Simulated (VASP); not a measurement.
# SiC (Moissanite) (P6_3mc) in VASP: notebook

Aim: see how the results for SiC (Moissanite) move with the level of theory and the settings. Levels: PBEsol, BLYP+D4. Tasks: single point.

All numbers are computed with VASP 6.6.1; they aren't measurements. Logs are shortened: lines on timing, memory, paths and dates and some standing lists are left out, and cuts for length are marked.

## 1. The cell of the first run

The structure is hexagonal, space group P6_3mc (No. 186). Conventional cell: a = 3.096 Å, b = 3.096 Å, c = 5.081 Å, α = 90.00°, β = 90.00°, γ = 120.00°. Within 2.5 Å of Si (site symmetry 3m) lie 4 C at 1.88 to 1.96 Å. C (site symmetry 3m) has 4 Si at 1.88 to 1.96 Å within 2.5 Å.

## 2. Single point, PBEsol (volume scaled by 1.02)

Input file INCAR:

```
ALGO = Normal
EDIFF = 1E-6
ENCUT = 520
GGA = PS
ISIF = 2
ISMEAR = -1
LASPH = T
LCHARG = F
LREAL = F
LWAVE = F
NBANDS = 16
NELM = 100
PREC = Accurate
SIGMA = 0.05
```

Input file KPOINTS:

```
k-points
0
Gamma
  10 10 5
```

Input file POSCAR:

```
SiC
1.0
    3.0963714546      0.0000000000      0.0000000000
   -1.5481857273      2.6815363392      0.0000000000
    0.0000000000      0.0000000000      5.0814314379
Si C
2 2
Direct
    0.6666666667      0.3333333333      0.5000000000
    0.3333333333      0.6666666667      0.0000000000
    0.6666666667      0.3333333333      0.8850000000
    0.3333333333      0.6666666667      0.3850000000
```

Potentials or basis: VASP PAW PBE potentials, release 64 (Si, C).

Launch:

```bash
cat potpaw_PBE.64/Si/POTCAR potpaw_PBE.64/C/POTCAR > POTCAR
mpirun -np 1 vasp_std > vasp.out
```

OUTCAR:

```text
EDIFF = 1E-6
   ENCUT = 520
   GGA = PS
   ISIF = 2
   ISMEAR = -1
   LASPH = T
   LREAL = F
   NELM = 100
   PREC = Accurate

 ion  position               nearest neighbor table
   1  0.667  0.333  0.500-   4 1.88   4 1.88   4 1.88   3 1.96   2 3.11   2 3.11   2 3.11   2 3.11
                             2 3.11   2 3.11
   2  0.333  0.667  0.000-   3 1.88   3 1.88   3 1.88   4 1.96   1 3.11   1 3.11   1 3.11   1 3.11
                             1 3.11   1 3.11
   3  0.667  0.333  0.885-   2 1.88   2 1.88   2 1.88   1 1.96
   4  0.333  0.667  0.385-   1 1.88   1 1.88   1 1.88   2 1.96

  LATTYP: Found a hexagonal cell.
 ALAT       =     3.0963714546
 C/A-ratio  =     1.6410923277

  Lattice vectors:

 A1 = (   3.0963714546,   0.0000000000,   0.0000000000)
 A2 = (  -1.5481857273,   2.6815363392,   0.0000000000)
 A3 = (   0.0000000000,   0.0000000000,   5.0814314379)

Analysis of symmetry for initial positions (statically):
=====================================================================
 Subroutine PRICEL returns:
 Original cell was already a primitive cell.

 Routine SETGRP: Setting up the symmetry group for a
 hexagonal supercell.

 Subroutine GETGRP returns: Found 12 space group operations
 (whereof  6 operations were pure point group operations)
 out of a pool of 24 trial point group operations.

The static configuration has the point symmetry C_3v.
 The point group associated with its full space group is C_6v.

Analysis of symmetry for dynamics (positions and initial velocities):
=====================================================================
 Subroutine PRICEL returns:
 Original cell was already a primitive cell.

 Routine SETGRP: Setting up the symmetry group for a
 hexagonal supercell.

 Subroutine GETGRP returns: Found 12 space group operations
 (whereof  6 operations were pure point group operations)
 out of a pool of 24 trial point group operations.

The dynamic configuration has the point symmetry C_3v.
 The point group associated with its full space group is C_6v.

 Subroutine INISYM returns: Found 12 space group operations
 (whereof  6 operations are pure point group operations),
 and found     1 'primitive' translations

----------------------------------------------------------------------------------------

                                     Primitive cell

  volume of cell :      42.1913

  direct lattice vectors                    reciprocal lattice vectors
     3.096371455  0.000000000  0.000000000     0.322958668  0.186460274  0.000000000
    -1.548185727  2.681536339  0.000000000     0.000000000  0.372920548  0.000000000
     0.000000000  0.000000000  5.081431438     0.000000000  0.000000000  0.196794941

  length of vectors
     3.096371455  3.096371455  5.081431438     0.372920548  0.372920548  0.196794941

  position of ions in fractional coordinates (direct lattice)
     0.666666667  0.333333333  0.500000000
     0.333333333  0.666666667  0.000000000
     0.666666667  0.333333333  0.885000000
     0.333333333  0.666666667  0.385000000

  ion indices of the primitive-cell ions
   primitive index   ion index
                 1           1
                 2           2
                 3           3
                 4           4

----------------------------------------------------------------------------------------

 KPOINTS: k-points

Automatic generation of k-mesh.
 Grid dimensions read from file:
 generate k-points for:   10   10    5

 Generating k-lattice:

  Cartesian coordinates                     Fractional coordinates (reciprocal lattice)
     0.032295867  0.018646027  0.000000000     0.100000000 -0.000000000  0.000000000
     0.000000000  0.037292055  0.000000000     0.000000000  0.100000000  0.000000000
     0.000000000  0.000000000  0.039358988     0.000000000  0.000000000  0.200000000

  Length of vectors
     0.037292055  0.037292055  0.039358988

  Shift w.r.t. Gamma in fractional coordinates (k-lattice)
     0.000000000  0.000000000  0.000000000

 Subroutine IBZKPT returns following result:
 ===========================================

 Found     42 irreducible k-points:

 Following reciprocal coordinates:
            Coordinates               Weight
  0.000000  0.000000  0.000000      1.000000
  0.100000  0.000000  0.000000      6.000000
  0.200000  0.000000  0.000000      6.000000
  0.300000  0.000000  0.000000      6.000000
  0.400000  0.000000  0.000000      6.000000
  0.500000  0.000000  0.000000      3.000000
[... 16 lines left out ...]
  0.300000  0.100000  0.200000     24.000000
  0.400000  0.100000  0.200000     24.000000
 [... further k-points ...]
   k-points           NKPTS =     42   k-points in BZ     NKDIM =     42   number of bands    NBANDS=     16
   number of dos      NEDOS =    301   number of ions     NIONS =      4
   total plane-waves  NPLWV =  23040
   dimension x,y,z NGX =    24 NGY =   24 NGZ =   40
   dimension x,y,z NGXF=    48 NGYF=   48 NGZF=   80
   ions per type =               2   2
   NGX,Y,Z   is equivalent  to a cutoff of  12.89, 12.89, 13.09 a.u.
   NGXF,Y,Z  is equivalent  to a cutoff of  25.77, 25.77, 26.17 a.u.
 SYSTEM =  unknown system
   PREC   = accura    normal or accurate (medium, high low for compatibility)
   ISTART =      0    job   : 0-new  1-cont  2-samecut
   ICHARG =      2    charge: 1-file 2-atom 10-const
   ISPIN  =      1    spin polarized calculation?
   LNONCOLLINEAR =      F non collinear calculations
   LSORBIT =      F    spin-orbit coupling
   LASPH  =      T    aspherical Exc in radial PAW
   ENCUT  =  520.0 eV  38.22 Ry    6.18 a.u.   5.76  5.76  9.45*2*pi/ulx,y,z
   NELM   =    100;   NELMIN=  2; NELMDL= -5     # of ELM steps
   EDIFF  = 0.1E-05   stopping-criterion for ELM
   LREAL  =      F    real-space projection
   EDIFFG = 0.1E-04   stopping-criterion for IOM
   NSW    =      0    number of steps for IOM
   IBRION =     -1    ionic relax: 0-MD 1-quasi-New 2-CG
   NFREE  =      0    steps in history (QN), initial steepest desc. (CG)
   ISIF   =      2    stress and relaxation
   ISYM   =      2    0-nonsym 1-usesym 2-fastsym
   POTIM  = 0.5000    time-step for ionic-motion
   TEBEG  =    0.0;   TEEND  =   0.0 temperature during run
   PSTRESS=    0.0 pullay stress
   NELECT =      16.0000    total number of electrons
   NUPDOWN=      -1.0000    fix difference up-down
   EMIN   =  10.00;   EMAX   =-10.00  energy-range for DOS
   EFERMI =   0.00;   METHOD = LEGACY
   ISMEAR =    -1;   SIGMA  =   0.05  broadening in eV -4-tet -1-fermi 0-gaus
   EFERMI_NEDOS =   21; number of points for ismear=-14 and -15
   IALGO  =     38    algorithm
   IMIX   =      4    mixing-type and parameters
     AMIX     =   0.40;   BMIX     =  1.00
     AMIX_MAG =   1.60;   BMIX_MAG =  1.00
  volume/ion in A,a.u.               =      10.55        71.18
  Fermi-wavevector in a.u.,A,eV,Ry     =   1.184970  2.239268 19.104662  1.404153
  Thomas-Fermi vector in A             =   2.321173
   LORBIT       =      0    0 simple, 1 ext, 2 COOP (PROOUT), +10 PAW based schemes
   GGA     = PS    functional components
   LHFCALC =     F    Hartree Fock is set to
   AEXX    =    0.0000 exact exchange contribution
   IVDW    =     0    specifies the selected vdW correction
   LEPSILON=     F    determine dielectric tensor
   LRPA    =     F    only Hartree local field effects (RPA)
 non-spin polarized calculation
  energy-cutoff  :      520.00
  volume of cell :       42.19
 maximum number of plane-waves:      1148
 NGX is ok and might be reduce to    24
   NGX = 11   NGY = 11   NGZ = 19

 number of electron      16.0000001 magnetization

 Free energy of the ion-electron system (eV)
  ---------------------------------------------------
  ext. energy  EPLUGINS =         0.00000000
  ---------------------------------------------------
  free energy    TOTEN  =       -31.77806140 eV

  energy without entropy =      -31.77806140  energy(sigma->0) =      -31.77806140

 E-fermi :   9.0478     XC(G=0): -11.4126

 val. band max:        8.1326499139   @ k =   0.0000   0.0000   0.0000
 cond. band min:      10.4853801656   @ k =   0.3000   0.3000   0.0000
 fundamental gap:      2.3527302517
 Fermi energy:         9.0477565556

 k-point     1 :       0.0000    0.0000    0.0000
  band No.  band energies     occupation
      1      -7.4523      2.00000
      2      -3.9877      2.00000
      3      -0.5079      2.00000
      4       6.5850      2.00000
      5       6.5850      2.00000
      6       7.8604      2.00000
[... 8 lines left out ...]
     15      16.6400      0.00000
     16      19.1978      0.00000

 k-point     2 :       0.1000    0.0000    0.0000
  band No.  band energies     occupation
      1      -7.2806      2.00000
      2      -3.8400      2.00000
      3      -0.3487      2.00000
      4       5.6468      2.00000
      5       6.2969      2.00000
      6       7.2216      2.00000
[... 8 lines left out ...]
     15      17.0766      0.00000
     16      18.0186      0.00000

 k-point     3 :       0.2000    0.0000    0.0000
  band No.  band energies     occupation
      1      -6.7722      2.00000
      2      -3.4155      2.00000
      3       0.1073      2.00000
      4       3.7755      2.00000
      5       5.7002      2.00000
      6       5.7592      2.00000
[... 8 lines left out ...]
     15      17.3171      0.00000
     16      17.9488      0.00000

 k-point     4 :       0.3000    0.0000    0.0000
  band No.  band energies     occupation
      1      -5.9527      2.00000
      2      -2.8051      2.00000
      3       0.6673      2.00000
      4       2.0422      2.00000
      5       4.0703      2.00000
      6       5.1294      2.00000
[... 8 lines left out ...]
     15      18.1921      0.00000
     16      19.3056      0.00000

 k-point     5 :       0.4000    0.0000    0.0000
  band No.  band energies     occupation
      1      -4.9071      2.00000
      2      -2.4128      2.00000
      3       0.2110      2.00000
      4       2.0981      2.00000
      5       2.5376      2.00000
      6       4.7448      2.00000
[... 8 lines left out ...]
     15      18.7353      0.00000
     16      19.7364      0.00000

 k-point     6 :       0.5000    0.0000    0.0000
  band No.  band energies     occupation
      1      -4.1533      2.00000
      2      -2.7059      2.00000
      3       0.1694      2.00000
      4       1.6097      2.00000
      5       2.7306      2.00000
      6       4.6108      2.00000
[... 8 lines left out ...]
     15      18.0602      0.00000
     16      20.0808      0.00000
[... 267 lines left out ...]
 k-point    21 :       0.1000    0.1000    0.2000
  band No.  band energies     occupation
      1      -6.7505      2.00000
      2      -4.2158      2.00000
      3       0.9033      2.00000
      4       4.6334      2.00000
      5       5.4866      2.00000
      6       6.1001      2.00000
[... 8 lines left out ...]
     15      17.6470      0.00000
     16      18.2183      0.00000

 k-point    22 :       0.2000    0.1000    0.2000
  band No.  band energies     occupation
      1      -6.0884      2.00000
      2      -3.6384      2.00000
      3       1.2430      2.00000
      4       3.1491      2.00000
      5       4.1833      2.00000
      6       5.1134      2.00000
[... 8 lines left out ...]
     15      18.0238      0.00000
     16      18.6485      0.00000

 k-point    23 :       0.3000    0.1000    0.2000
  band No.  band energies     occupation
      1      -5.1502      2.00000
      2      -2.9248      2.00000
      3       0.6296      2.00000
      4       2.5769      2.00000
      5       2.9514      2.00000
      6       4.3945      2.00000
[... 8 lines left out ...]
     15      18.7649      0.00000
     16      19.4166      0.00000

 k-point    24 :       0.4000    0.1000    0.2000
  band No.  band energies     occupation
      1      -4.1288      2.00000
      2      -2.6199      2.00000
      3      -0.1291      2.00000
      4       1.3423      2.00000
      5       3.4045      2.00000
      6       4.2120      2.00000
[... 8 lines left out ...]
     15      19.2186      0.00000
     16      20.5361      0.00000

 [... further k-points ...]
[... 5 lines left out ...]
  --------------------------------------------------------------------------------------
  -------------------------------------------------------------------------------------
  Total       -0.5972369     -0.5972369     -1.6925047      0.0000000      0.0000000      0.0000000
  in kB      -22.6795479    -22.6795479    -64.2713847      0.0000000      0.0000000      0.0000000
  external PRESSURE =     -36.5434935 kB  Pullay stress =       0.0000000 kB

 VOLUME and BASIS-vectors are now :
 -----------------------------------------------------------------------------
  energy-cutoff  :      520.00
  volume of cell :       42.19
      direct lattice vectors                 reciprocal lattice vectors
     3.096371455  0.000000000  0.000000000     0.322958668  0.186460274  0.000000000
    -1.548185727  2.681536339  0.000000000     0.000000000  0.372920548  0.000000000
     0.000000000  0.000000000  5.081431438     0.000000000  0.000000000  0.196794941

 POSITION                                       TOTAL-FORCE (eV/Angst)
 -----------------------------------------------------------------------------------
      1.54819      0.89385      2.54072         0.000000      0.000000      0.720661
     -0.00000      1.78769      0.00000         0.000000     -0.000000      0.720661
      1.54819      0.89385      4.49707         0.000000      0.000000     -0.720661
     -0.00000      1.78769      1.95635        -0.000000     -0.000000     -0.720661
 -----------------------------------------------------------------------------------
    total drift:                               -0.000000      0.000000      0.000256

  FREE ENERGIE OF THE ION-ELECTRON SYSTEM (eV)
  ---------------------------------------------------
  free  energy   TOTEN  =       -31.7780614034 eV

  energy  without entropy=      -31.7780614033  energy(sigma->0) =      -31.77806140
```

Run time: 24 s. Hardware: 1 thread of Intel Xeon Platinum 8375C at 2.90GHz (Ice Lake), shared host; peak memory 0.16 GiB.

Results:

```
Free energy            : -31.7781 eV
Pressure               : -3.7 GPa
Largest force          : 0.721 eV/Å
Band gap on the k mesh : 2.35 eV, indirect (least direct gap 3.92 eV)
```

Forces in eV/Å, atoms in the order of the input:
```
Si   0.000  0.000  0.721
Si   0.000  0.000  0.721
C    0.000  0.000 -0.721
C    0.000  0.000 -0.721
```

Stress tensor (GPa, compression positive):
```
-2.27  0.00  0.00
 0.00 -2.27  0.00
 0.00  0.00 -6.43
```

Caveat: the PAW data sets were made with another functional, which shifts forces and pressure a little. A k mesh can miss the band edges.

## 3. Single point, PBEsol (volume scaled by 1.04)

Input file INCAR:

```
PREC = Accurate
ENCUT = 520
EDIFF = 1E-7
ISMEAR = -1
SIGMA = 0.05
LREAL = False
LASPH = True
NELM = 100
ALGO = Normal
ISIF = 2
LWAVE = False
LCHARG = False
GGA = PS
NBANDS = 16
```

Input file KPOINTS:

```
Automatic mesh
0
Gamma
  10 10 5
```

Input file POSCAR:

```
SiC
1.0
    3.1164783262      0.0000000000      0.0000000000
   -1.5582391631      2.6989494007      0.0000000000
    0.0000000000      0.0000000000      5.1144286705
Si C
2 2
Direct
    0.6666666667      0.3333333333      0.5000000000
    0.3333333333      0.6666666667      0.0000000000
    0.6666666667      0.3333333333      0.8850000000
    0.3333333333      0.6666666667      0.3850000000
```

Potentials or basis: VASP PAW PBE potentials, release 64 (Si, C).

Launch:

```bash
cat potpaw_PBE.64/Si/POTCAR potpaw_PBE.64/C/POTCAR > POTCAR
mpirun -np 1 vasp_std > vasp.out
```

It took 26 s on 1 thread of Intel Xeon Platinum 8375C at 2.90GHz (Ice Lake), shared host; peak memory 0.16 GiB.

The run converged. Its results:

```yaml
Free_energy: -31.7493 eV
Pressure: -7.5 GPa
Largest_force: 0.692 eV/Å
Band_gap_on_the_k_mesh: 2.38 eV, indirect (least direct gap 3.88 eV)
```

Forces on the atoms (eV/Å):
```
Si   0.000  0.000  0.692
Si   0.000  0.000  0.692
C    0.000  0.000 -0.692
C    0.000  0.000 -0.692
```

Stress tensor (GPa, compression positive):
```
-6.37  0.00  0.00
 0.00 -6.37  0.00
 0.00  0.00 -9.81
```

Levels at points of the mesh, in eV from the valence-band top:
```csv
k point,band 4,band 5,band 6,band 7,band 8,band 9,band 10,band 11,band 12,band 13
"(0.00, 0.00, 0.00)",-1.54,-1.54,-0.27,-0.27,0.00,4.23,5.56,6.21,6.21,7.15
"(0.50, 0.00, 0.00)",-6.48,-5.33,-3.48,-3.20,-1.48,2.40,4.05,6.36,6.98,9.29
```

Caveat: the PAW data sets were made with another functional, which shifts forces and pressure a little. A k mesh can miss the band edges.

## 4. Single point, PBEsol (volume scaled by 1.06)

Input file INCAR:

```
  ALGO = Normal
  EDIFF = 1E-7
  ENCUT = 520
  GGA = PS
  ISIF = 2
  ISMEAR = -1
  LASPH = T
  LCHARG = F
  LREAL = F
  LWAVE = F
  NBANDS = 16
  NELM = 80
  PREC = Accurate
  SIGMA = 0.05
```

Input file KPOINTS:

```
k-points
0
Gamma
  10 10 5
```

Input file POSCAR:

```
SiC
1.0
    3.1363290418      0.0000000000      0.0000000000
   -1.5681645209      2.7161406248      0.0000000000
    0.0000000000      0.0000000000      5.1470055276
Si C
2 2
Direct
    0.6666666667      0.3333333333      0.5000000000
    0.3333333333      0.6666666667      0.0000000000
    0.6666666667      0.3333333333      0.8850000000
    0.3333333333      0.6666666667      0.3850000000
```

Launch:

```bash
cat potpaw_PBE.64/Si/POTCAR potpaw_PBE.64/C/POTCAR > POTCAR
mpirun -np 1 vasp_std > vasp.out
```

It took 22 s on 1 thread of Intel Xeon Platinum 8375C at 2.90GHz (Ice Lake), shared host; peak memory 0.16 GiB.

The run converged. Its results:

- Free energy: -31.7014 eV
- Pressure: -11.0 GPa
- Largest force: 0.664 eV/Å
- Band gap on the k mesh: 2.37 eV, indirect (least direct gap 3.84 eV)

Forces on the atoms (eV/Å):
```
Si   0.000  0.000  0.664
Si   0.000  0.000  0.664
C    0.000  0.000 -0.664
C    0.000  0.000 -0.664
```

Stress tensor (GPa, compression positive):
```
-10.10   0.00   0.00
  0.00 -10.10   0.00
  0.00   0.00 -12.88
```

Levels at points of the mesh, in eV from the valence-band top:
```tsv
k point	band 4	band 5	band 6	band 7	band 8	band 9	band 10	band 11	band 12	band 13
(0.00, 0.00, 0.00)	-1.53	-1.53	-0.27	-0.27	0.00	4.07	5.36	6.11	6.11	7.00
(0.50, 0.00, 0.00)	-6.44	-5.26	-3.44	-3.15	-1.47	2.37	4.02	6.22	6.91	9.12
```

Caveat: the PAW data sets were made with another functional, which shifts forces and pressure a little.

(Continued in part 2 of 2.)
